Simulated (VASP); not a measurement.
# LiSn2 (Fd-3m) in VASP: a series of runs

LiSn2 is run at these levels: PBE; tasks: single point, relaxation of cell and atoms.

Program: VASP 6.6.1. These are calculated values, not measurements. Logs are shortened: lines on timing, memory, paths and dates and some standing lists are left out, and cuts for length are marked.

## 1. The cell of the first run

Symmetry: Fd-3m, No. 227, cubic system. The conventional cell has a = 8.005 Å, b = 8.005 Å, c = 8.005 Å, α = 90.00°, β = 90.00°, γ = 90.00°. Li (site symmetry -43m) has 12 Sn at 3.32 Å and 4 Li at 3.47 Å within 4.4 Å. Sn (site symmetry -3m) has 6 Sn at 2.83 Å and 6 Li at 3.32 Å within 3.7 Å.

## 2. Single point, PBE

Input file INCAR:

```
PREC = Accurate ; ENCUT = 520
EDIFF = 1E-7 ; ISMEAR = 0
SIGMA = 0.1 ; LREAL = False
LASPH = True ; NELM = 100
ALGO = Fast ; ISIF = 2
LWAVE = False ; LCHARG = False
GGA = PE ; NBANDS = 40
```

Input file KPOINTS:

```
Automatic mesh
0
Gamma
  4 4 4
```

Input file POSCAR:

```
LiSn2
1.0
    0.0000000000      4.0023392084      4.0023392084
    4.0023392084      0.0000000000      4.0023392084
    4.0023392084      4.0023392084      0.0000000000
Li Sn
2 4
Direct
    0.0000000000      0.0000000000      0.0000000000
    0.2500000000      0.2500000000      0.2500000000
    0.6250000000      0.6250000000      0.6250000000
    0.1250000000      0.6250000000      0.6250000000
    0.6250000000      0.6250000000      0.1250000000
    0.6250000000      0.1250000000      0.6250000000
```

Potentials or basis: VASP PAW PBE potentials, release 64 (Li_sv, Sn_d).

The run is started by

```bash
$ cat potpaw_PBE.64/Li_sv/POTCAR potpaw_PBE.64/Sn_d/POTCAR > POTCAR
$ mpirun -np 1 vasp_std > vasp.out
```

OUTCAR:

```text
PREC = Accurate
   ENCUT = 520
   EDIFF = 1E-7
   ISMEAR = 0
   LREAL = False
   LASPH = True
   NELM = 100
   ISIF = 2
   GGA = PE

 ion  position               nearest neighbor table
   1  0.000  0.000  0.000-
   2  0.250  0.250  0.250-
   3  0.625  0.625  0.625-   4 2.83   5 2.83   6 2.83   5 2.83   6 2.83   4 2.83
   4  0.125  0.625  0.625-   3 2.83   5 2.83   6 2.83   3 2.83   5 2.83   6 2.83
   5  0.625  0.625  0.125-   3 2.83   3 2.83   4 2.83   6 2.83   6 2.83   4 2.83
   6  0.625  0.125  0.625-   3 2.83   5 2.83   3 2.83   4 2.83   5 2.83   4 2.83

  LATTYP: Found a face centered cubic cell.
 ALAT       =     8.0046784168

  Lattice vectors:

 A1 = (   0.0000000000,   4.0023392084,   4.0023392084)
 A2 = (   4.0023392084,   0.0000000000,   4.0023392084)
 A3 = (   4.0023392084,   4.0023392084,   0.0000000000)

Analysis of symmetry for initial positions (statically):
=====================================================================
 Subroutine PRICEL returns:
 Original cell was already a primitive cell.

 Routine SETGRP: Setting up the symmetry group for a
 face centered cubic supercell.

 Subroutine GETGRP returns: Found 48 space group operations
 (whereof 24 operations were pure point group operations)
 out of a pool of 48 trial point group operations.

The static configuration has the point symmetry T_d .
 The point group associated with its full space group is O_h .

Analysis of symmetry for dynamics (positions and initial velocities):
=====================================================================
 Subroutine PRICEL returns:
 Original cell was already a primitive cell.

 Routine SETGRP: Setting up the symmetry group for a
 face centered cubic supercell.

 Subroutine GETGRP returns: Found 48 space group operations
 (whereof 24 operations were pure point group operations)
 out of a pool of 48 trial point group operations.

The dynamic configuration has the point symmetry T_d .
 The point group associated with its full space group is O_h .

 Subroutine INISYM returns: Found 48 space group operations
 (whereof 24 operations are pure point group operations),
 and found     1 'primitive' translations

----------------------------------------------------------------------------------------
[... 83 lines left out ...]
   NELM   =    100;   NELMIN=  2; NELMDL= -5     # of ELM steps
   EDIFF  = 0.1E-06   stopping-criterion for ELM
   LREAL  =      F    real-space projection
   EDIFFG = 0.1E-05   stopping-criterion for IOM
   NSW    =      0    number of steps for IOM
   IBRION =     -1    ionic relax: 0-MD 1-quasi-New 2-CG
   NFREE  =      0    steps in history (QN), initial steepest desc. (CG)
   ISIF   =      2    stress and relaxation
   ISYM   =      2    0-nonsym 1-usesym 2-fastsym
   POTIM  = 0.5000    time-step for ionic-motion
   TEBEG  =    0.0;   TEEND  =   0.0 temperature during run
   PSTRESS=    0.0 pullay stress
   NELECT =      62.0000    total number of electrons
   NUPDOWN=      -1.0000    fix difference up-down
   EMIN   =  10.00;   EMAX   =-10.00  energy-range for DOS
   EFERMI =   0.00;   METHOD = LEGACY
   ISMEAR =     0;   SIGMA  =   0.10  broadening in eV -4-tet -1-fermi 0-gaus
   EFERMI_NEDOS =   21; number of points for ismear=-14 and -15
   IALGO  =     68    algorithm
   IMIX   =      4    mixing-type and parameters
     AMIX     =   0.40;   BMIX     =  1.00
     AMIX_MAG =   1.60;   BMIX_MAG =  1.00
  volume/ion in A,a.u.               =      21.37       144.22
  Fermi-wavevector in a.u.,A,eV,Ry     =   1.284936  2.428177 22.464043  1.651061
  Thomas-Fermi vector in A             =   2.417100
   LORBIT       =      0    0 simple, 1 ext, 2 COOP (PROOUT), +10 PAW based schemes
   GGA     = PE    functional components
   LHFCALC =     F    Hartree Fock is set to
   AEXX    =    0.0000 exact exchange contribution
   IVDW    =     0    specifies the selected vdW correction
   LEPSILON=     F    determine dielectric tensor
   LRPA    =     F    only Hartree local field effects (RPA)
 non-spin polarized calculation
 RMM-DIIS sequential band-by-band and
 Gauss-broadening in eV      SIGMA  =   0.10
  energy-cutoff  :      520.00
  volume of cell :      128.22
 maximum number of plane-waves:      3479
   NGX = 21   NGY = 21   NGZ = 21

 number of electron      62.0000008 magnetization

 Free energy of the ion-electron system (eV)
  ---------------------------------------------------
  ext. energy  EPLUGINS =         0.00000000
  ---------------------------------------------------
  free energy    TOTEN  =       -17.45847989 eV

  energy without entropy =      -17.42662108  energy(sigma->0) =      -17.44255048

 E-fermi :   8.6383     XC(G=0):  -9.9608

 val. band max:        8.5273657854   @ k =  -0.2500   0.2500   0.0000
 cond. band min:       8.6390800433   @ k =   0.5000   0.2500   0.0000
 fundamental gap:      0.1117142579
 Fermi energy:         8.6382826845

 k-point     1 :       0.0000    0.0000    0.0000
  band No.  band energies     occupation
      1     -39.5409      2.00000
      2     -39.5382      2.00000
      3     -14.5444      2.00000
      4     -14.2809      2.00000
      5     -14.2809      2.00000
      6     -14.2809      2.00000
[... 333 lines left out ...]
     39      13.0941      0.00000
     40      13.0957      0.00000

------------------------ aborting loop because EDIFF is reached ----------------------------------------

  FORCE on cell =-STRESS in cart. coord.  units (eV):
  Direction    XX          YY          ZZ          XY          YZ          ZX
  --------------------------------------------------------------------------------------
  -------------------------------------------------------------------------------------
  Total       13.9373733     13.9373733     13.9373733     -0.0000000     -0.0000000     -0.0000000
  in kB      174.1485405    174.1485405    174.1485405     -0.0000000     -0.0000000     -0.0000000
  external PRESSURE =     174.1485405 kB  Pullay stress =       0.0000000 kB

 VOLUME and BASIS-vectors are now :
 -----------------------------------------------------------------------------
  energy-cutoff  :      520.00
  volume of cell :      128.22
      direct lattice vectors                 reciprocal lattice vectors
     0.000000000  4.002339208  4.002339208    -0.124926942  0.124926942  0.124926942
     4.002339208  0.000000000  4.002339208     0.124926942 -0.124926942  0.124926942
     4.002339208  4.002339208  0.000000000     0.124926942  0.124926942 -0.124926942

 POSITION                                       TOTAL-FORCE (eV/Angst)
 -----------------------------------------------------------------------------------
      0.00000      0.00000      0.00000         0.000000      0.000000      0.000000
      2.00117      2.00117      2.00117        -0.000000     -0.000000     -0.000000
      5.00292      5.00292      5.00292        -0.000000      0.000000     -0.000000
      5.00292      3.00175      3.00175        -0.000000      0.000000     -0.000000
      3.00175      3.00175      5.00292        -0.000000      0.000000     -0.000000
      3.00175      5.00292      3.00175        -0.000000      0.000000     -0.000000
 -----------------------------------------------------------------------------------
    total drift:                                0.000000      0.000000      0.000000

  FREE ENERGIE OF THE ION-ELECTRON SYSTEM (eV)
  ---------------------------------------------------
  free  energy   TOTEN  =       -17.4584798910 eV

  energy  without entropy=      -17.4266210756  energy(sigma->0) =      -17.44255048
```

stdout:

```text
POSCAR found type information on POSCAR LiSn
 POSCAR found :  2 types and       6 ions
 scaLAPACK will be used
 LDA part: xc-table for (Slater+PW92), standard interpolation
[... 25 lines left out ...]
 num prob  num prob  num prob  num prob  num prob  num prob  num prob RMM:  42    -0.174584795783E+02   -0.18224E-06   -0.10014E-06   541   0.271E-03    0.453E-04
 num prob  num prob  num prob  num prob  num prob  num prob  num prob  num prob  num prob  num prob  num prob  num prob  num prob  num prob  num prob  num prob  num prob  num prob RMM:  43    -0.174584796869E+02   -0.10861E-06   -0.72870E-07   517   0.252E-03    0.496E-04
 num prob  num prob  num prob  num prob  num prob  num prob  num prob  num prob RMM:  44    -0.174584798004E+02   -0.11343E-06   -0.65416E-07   514   0.262E-03    0.565E-04
 num prob  num prob  num prob  num prob  num prob  num prob  num prob  num prob  num prob  num prob  num prob RMM:  45    -0.174584798910E+02   -0.90642E-07   -0.56609E-07   481   0.242E-03
```

Run time: 2.8 min. Hardware: 1 thread of Intel Xeon Platinum 8259CL at 2.50GHz (Skylake/Cascade Lake), shared host; peak memory 0.27 GiB.

Results:

| Property | Result |
| --- | --- |
| Free energy | -17.4585 eV |
| Band gap on the k mesh | zero (bands 31 and 32 overlap by 2.78 eV) |

Caveat: the cutoff is under 1.25 times the usual one of these potentials, so pressure, stress and relaxed cells hold a basis-set (Pulay) error; spin-orbit coupling is left out, which moves the levels of the heavy elements.

## 3. Single point, PBE

This run uses another cell than the first one, of 28.65 Å³/atom.

Input file INCAR:

```
SYSTEM = LiSn2
  PREC = Accurate
  ENCUT = 520
  EDIFF = 1E-7
  ISMEAR = 0
  SIGMA = 0.1
  LREAL = .False.
  LASPH = .True.
  NELM = 80
  ALGO = Fast
  ISIF = 2
  LWAVE = .False.
  LCHARG = .True.
  GGA = PE
  LELF = .True.
  LVHAR = .True.
  NBANDS = 40
```

Input file KPOINTS:

```
Automatic mesh
0
Gamma
  4 4 4
  0 0 0
```

POSCAR: that of step 2 with these lines changed.

```diff
@@ -2,5 +2,5 @@
 1.0
-    0.0000000000      4.0023392084      4.0023392084
-    4.0023392084      0.0000000000      4.0023392084
-    4.0023392084      4.0023392084      0.0000000000
+    0.0000000000      4.4130685920      4.4130685920
+    4.4130685920      0.0000000000      4.4130685920
+    4.4130685920      4.4130685920      0.0000000000
 Li Sn
```

Potentials or basis: VASP PAW PBE potentials, release 64 (Li_sv, Sn_d).

The run is started by

```bash
$ cat potpaw_PBE.64/Li_sv/POTCAR potpaw_PBE.64/Sn_d/POTCAR > POTCAR
$ mpirun -np 1 vasp_std > vasp.out
```

Wall time 3.8 min (1 thread of Intel Xeon Platinum 8259CL at 2.50GHz (Skylake/Cascade Lake), shared host); peak memory 0.34 GiB.

It converged, with:

| Quantity | Value |
| --- | --- |
| Free energy | -19.2064 eV |
| Band gap on the k mesh | zero (bands 31 and 32 overlap by 1.81 eV) |

Levels at points of the mesh, in eV from the Fermi level:
```tsv
k point	band 29	band 30	band 31	band 32	band 33	band 34
(0.00, 0.00, 0.00)	-3.31	-3.31	-1.54	-1.54	-0.23	1.32
(0.50, 0.00, 0.00)	-2.87	0.02	0.14	0.14	0.21	0.24
(0.50, 0.50, 0.00)	-0.02	-0.02	0.28	0.28	0.33	0.33
```

Caveat: the cutoff is under 1.25 times the usual one of these potentials, so pressure, stress and relaxed cells hold a basis-set (Pulay) error; spin-orbit coupling is left out, which moves the levels of the heavy elements.

## 4. Relaxation of cell and atoms, PBE

Input file INCAR:

```
PREC = Accurate
ENCUT = 600
EDIFF = 1E-6
ISMEAR = 0
SIGMA = 0.1
LREAL = False
LASPH = True
NELM = 80
ALGO = Normal
ISIF = 3
LWAVE = False
LCHARG = False
GGA = PE
IBRION = 2
NSW = 90
EDIFFG = -0.04
```

Input file KPOINTS:

```
regular mesh
0
Gamma
  4 4 4
```

POSCAR: that of step 3 with these lines changed.

```diff
@@ -2,5 +2,5 @@
 1.0
-    0.0000000000      4.4130685920      4.4130685920
-    4.4130685920      0.0000000000      4.4130685920
-    4.4130685920      4.4130685920      0.0000000000
+    0.0000000000      4.0023392084      4.0023392084
+    4.0023392084      0.0000000000      4.0023392084
+    4.0023392084      4.0023392084      0.0000000000
 Li Sn
```

The run is started by

```bash
$ cat potpaw_PBE.64/Li_sv/POTCAR potpaw_PBE.64/Sn_d/POTCAR > POTCAR
$ mpirun -np 1 vasp_std > vasp.out
```

Run time: 2.1 min. Hardware: 1 thread of Intel Xeon Platinum 8259CL at 2.50GHz (Skylake/Cascade Lake), shared host; peak memory 0.34 GiB.

The run converged. Its results:

```
Free energy                           : -19.1888 eV
Relaxed volume                        : 28.26 Å³/atom
Relaxed cell                          : a = 6.213 Å, b = 6.213 Å, c = 6.213 Å, α = 60.00°, β = 60.00°, γ = 60.00°
Space group after relaxing (to 0.1 Å) : Fd-3m (No. 227)
Energy gained by relaxing             : 288.5 meV/atom
Ionic steps                           : 3
Pressure after relaxing               : 0.2 GPa
Band gap on the k mesh                : zero (bands 31 and 32 overlap by 1.85 eV)
```

Step by step:
```tsv
step	energy change (eV)	largest force (eV/Å)	pressure (GPa)	volume (Å³)
1	0.0000	0.0000	17.42	128.22
2	-1.7153	0.0000	-0.92	176.35
3	-1.7311	0.0000	0.22	169.56
```

Final structure:
```yaml
crystal:
  lattice:
    - [0.00000, 4.39306, 4.39306]
    - [4.39306, 0.00000, 4.39306]
    - [4.39306, 4.39306, 0.00000]
  atoms:
    - { symbol: Li, position: [0.00000, 0.00000, 0.00000] }
    - { symbol: Li, position: [0.25000, 0.25000, 0.25000] }
    - { symbol: Sn, position: [0.62500, 0.62500, 0.62500] }
    - { symbol: Sn, position: [0.12500, 0.62500, 0.62500] }
    - { symbol: Sn, position: [0.62500, 0.62500, 0.12500] }
    - { symbol: Sn, position: [0.62500, 0.12500, 0.62500] }
```

Levels at points of the mesh, in eV from the Fermi level:
| k point | band 27 | band 28 | band 29 | band 30 | band 31 | band 32 | band 33 | band 34 | band 35 | band 36 |
| --- | --- | --- | --- | --- | --- | --- | --- | --- | --- | --- |
| (0.00, 0.00, 0.00) | -5.58 | -3.37 | -3.37 | -3.37 | -1.57 | -1.57 | -0.25 | 1.29 | 1.29 | 1.29 |
| (0.50, 0.00, 0.00) | -4.58 | -2.93 | -2.93 | 0.04 | 0.14 | 0.14 | 0.19 | 0.22 | 0.22 | 0.88 |
| (0.50, 0.50, 0.00) | -3.77 | -3.77 | -0.01 | -0.01 | 0.28 | 0.28 | 0.32 | 0.32 | 0.56 | 0.56 |

Caveat: the cutoff is under 1.25 times the usual one of these potentials, so pressure, stress and relaxed cells hold a basis-set (Pulay) error; the volume moved by over 15 % at a fixed basis, so the end points are rough; spin-orbit coupling is left out, which moves the levels of the heavy elements.

## 5. Single point, PBE

This run uses another cell than the first one, of 28.36 Å³/atom.

Input file INCAR:

```
PREC = Accurate
ENCUT = 520
EDIFF = 1E-7
ISMEAR = 0
SIGMA = 0.1
LREAL = False
LASPH = True
NELM = 80
ALGO = Fast
ISIF = 2
LWAVE = False
LCHARG = False
GGA = PE
NBANDS = 40
```

Input file KPOINTS:

```
Automatic mesh
0
Gamma
  8 8 8
```

Input file POSCAR:

```
LiSn2
1.0
    0.0000000000      4.3981468800      4.3981468800
    4.3981468800      0.0000000000      4.3981468800
    4.3981468800      4.3981468800      0.0000000000
Li Sn
2 4
Direct
    0.5000000000      0.5000000000      0.5000000000
    0.7500000000      0.7500000000      0.7500000000
    0.1250000000      0.1250000000      0.1250000000
    0.6250000000      0.1250000000      0.1250000000
    0.1250000000      0.1250000000      0.6250000000
    0.1250000000      0.6250000000      0.1250000000
```

The run is started by

```bash
$ cat potpaw_PBE.64/Li_sv/POTCAR potpaw_PBE.64/Sn_d/POTCAR > POTCAR
$ mpirun -np 1 vasp_std > vasp.out
```

Wall time 16 min (1 thread of Intel Xeon Platinum 8259CL at 2.50GHz (Skylake/Cascade Lake), shared host); peak memory 0.4 GiB.

Results (log left out):

| Quantity | Value |
| --- | --- |
| Free energy | -19.4848 eV |
| Band gap on the k mesh | zero (bands 31 and 32 overlap by 1.90 eV) |

Levels at points of the mesh, in eV from the Fermi level:
| k point | band 28 | band 29 | band 30 | band 31 | band 32 | band 33 | band 34 | band 35 |
| --- | --- | --- | --- | --- | --- | --- | --- | --- |
| (0.00, 0.00, 0.00) | -2.56 | -2.56 | -2.56 | -0.77 | -0.77 | 0.53 | 2.06 | 2.06 |
| (0.50, 0.00, 0.00) | -2.13 | -2.13 | 0.83 | 0.92 | 0.92 | 0.99 | 1.02 | 1.02 |
| (0.50, 0.50, 0.00) | -2.96 | 0.77 | 0.77 | 1.08 | 1.08 | 1.13 | 1.13 | 1.35 |

Caveat: the cutoff is under 1.25 times the usual one of these potentials, so pressure, stress and relaxed cells hold a basis-set (Pulay) error; spin-orbit coupling is left out, which moves the levels of the heavy elements.

(Continued in part 2 of 2.)
